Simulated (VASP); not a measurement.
Set up this calculation in VASP 6.6.1, as the native input.

```yaml
Task: single point
Functional: r2SCAN
Potentials_or_basis: VASP PAW PBE potentials, release 64 (Mg, O)
Cutoff: 660 eV
k_mesh: 8 × 8 × 8
Occupations: methfessel-paxton, width 0.001 eV
Spin: no spin polarisation
Dipole_correction: no
Further_INCAR_settings: ALGO = Normal; EDIFF = 1e-06; NBANDS = 11
```

The system is MgO (Periclase).

```xyz
2
Lattice="0.0000 2.1022 2.1022 2.1022 0.0000 2.1022 2.1022 2.1022 0.0000" Properties=species:S:1:pos:R:3 pbc="T T T"
Mg    0.0000    0.0000    0.0000
O     2.1022    2.1022    2.1022
```

The input as run:

POSCAR

```
MgO
1.0
    0.0000000000      2.1021680256      2.1021680256
    2.1021680256      0.0000000000      2.1021680256
    2.1021680256      2.1021680256      0.0000000000
Mg O
1 1
Direct
    0.0000000000      0.0000000000      0.0000000000
    0.5000000000      0.5000000000      0.5000000000
```

INCAR.step1

```
SYSTEM = MgO
PREC = Accurate
ENCUT = 660
ISMEAR = 1
SIGMA = 0.001
LREAL = .False.
LASPH = .True.
NELM = 120
NBANDS = 11
GGA = PE
ALGO = Normal
EDIFF = 1E-5
LWAVE = .True.
LCHARG = .False.
GGA_COMPAT = .False.
```

INCAR.step2

```
SYSTEM = MgO
PREC = Accurate
ENCUT = 660
EDIFF = 1E-6
ISMEAR = 1
SIGMA = 0.001
LREAL = .False.
LASPH = .True.
NELM = 120
ALGO = Normal
ISIF = 2
LWAVE = .False.
LCHARG = .True.
METAGGA = R2SCAN
LMIXTAU = .True.
LELF = .True.
LVHAR = .True.
NBANDS = 11
ISTART = 1
GGA_COMPAT = .False.
```

KPOINTS

```
regular mesh
0
Gamma
  8 8 8
  0 0 0
```

Potentials or basis: VASP PAW PBE potentials, release 64 (Mg, O).

Command:

```console
$ cat potpaw_PBE.64/Mg/POTCAR potpaw_PBE.64/O/POTCAR > POTCAR
$ cp INCAR.step1 INCAR
$ mpirun -np 1 vasp_std > vasp.out
$ cp INCAR.step2 INCAR
$ mpirun -np 1 vasp_std > vasp.out
```

Results of the run:

```yaml
Pressure: -1.4 GPa
Band_gap_on_the_k_mesh: 5.66 eV, direct
```

Caveat: the PAW data sets were made with another functional, which shifts forces and pressure a little.

It took 35 s on 1 thread of AMD EPYC 9R45 96-Core Processor (Zen 5) (shared host), peak memory 0.14 GiB.
